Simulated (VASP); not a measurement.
Set up this calculation in VASP 6.6.1, as the native input.

* Task: single point
* Functional: revPBE
* Potentials or basis: VASP PAW PBE potentials, release 64 (Ga_d)
* Cutoff: 520 eV
* k mesh: 8 × 8 × 11
* Occupations: fermi-dirac, width 0.1 eV
* Spin: no spin polarisation
* Dipole correction: no
* Further INCAR settings: ALGO = Normal; EDIFF = 1e-06; NBANDS = 26

The structure of Ga lies in POSCAR:

```
Ga
1.0
    4.7481222945      0.0000000000      0.0000000000
   -2.3740611473      4.1119945273      0.0000000000
    0.0000000000      0.0000000000      3.0484022165
Ga
3
Direct
    0.0000000000      0.0000000000      0.0000000000
    0.3333333333      0.6666666667      0.5000000000
    0.6666666667      0.3333333333      0.5000000000
```

This isn't the form of Ga at room conditions, which is orthorhombic.

The input as run:

INCAR

```
PREC = Accurate
ENCUT = 520
EDIFF = 1E-6
ISMEAR = -1
SIGMA = 0.1
LREAL = False
LASPH = True
NELM = 100
ALGO = Normal
ISIF = 2
LWAVE = False
LCHARG = False
GGA = RE
NBANDS = 26
```

KPOINTS

```
Automatic mesh
0
Gamma
  8 8 11
```

Potentials or basis: VASP PAW PBE potentials, release 64 (Ga_d).

Launch:

```bash
$ cat potpaw_PBE.64/Ga_d/POTCAR > POTCAR
$ mpirun -np 1 vasp_std > vasp.out
```

Results of the run:

- Pressure: 0.2 GPa
- Band gap on the k mesh: zero (an odd number of electrons rules out a gap without spin polarisation)

Caveat: the PAW data sets were made with another functional, which shifts forces and pressure a little.

It took 110 s on 1 thread of AMD EPYC 7R13, on a shared host, peak memory 0.22 GiB.
